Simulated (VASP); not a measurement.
Runs of VASP 6.6.1 on SnTe. The structure is that of space group Fm-3m (No. 225), or close to it. The cells are those of the table. 

| cell | k mesh | cutoff (eV) | smearing | gap on the mesh (eV) | pressure (GPa) |
| --- | --- | --- | --- | --- | --- |
| a = 4.624 Å, angles 60.0°, 2 atoms | 10 × 10 × 10 | 520 | gaussian 0.01 eV | (d) | -2.2 |
| a = 4.456 Å, angles 60.0°, 2 atoms | 6 × 6 × 6 | 500 | gaussian 0.1 eV | (b) | 2.2 |
| a = 4.369 Å, angles 60.0°, 2 atoms | 10 × 10 × 10 | 520 | gaussian 0.05 eV | 0.28 | 5.7 |
| a = 4.580 Å, angles 60.0°, 2 atoms | 10 × 10 × 10 | 520 | gaussian 0.01 eV | 0.13 | -1.2 |
| a = 4.489 Å, angles 60.0°, 2 atoms | 10 × 10 × 10 | 520 | gaussian 0.01 eV | 0.03 | 1.2 |
| a = 4.535 Å, angles 60.0°, 2 atoms | 10 × 10 × 10 | 520 | gaussian 0.01 eV | 0.06 | -0.1 |
| a = 4.381 Å, angles 60.0°, 2 atoms | 10 × 10 × 10 | 520 | gaussian 0.05 eV | (c) | 5.1 |
| a = 4.297 Å, angles 60.0°, 2 atoms | 10 × 10 × 10 | 520 | gaussian 0.05 eV | 0.24 | (a) |

Alike in all rows: task single point; level PBE; potentials or basis VASP PAW PBE potentials, release 64 (Sn_d, Te); no spin polarisation.

Q: Estimate the missing entries.

A: (a) 9.2; (b) 0.10; (c) 0.25; (d) 0.21.

Caveats: spin-orbit coupling is left out, which moves the levels of the heavy elements.

A k mesh can miss the band edges, and the runs leave out spin-orbit coupling on Sn, Te.
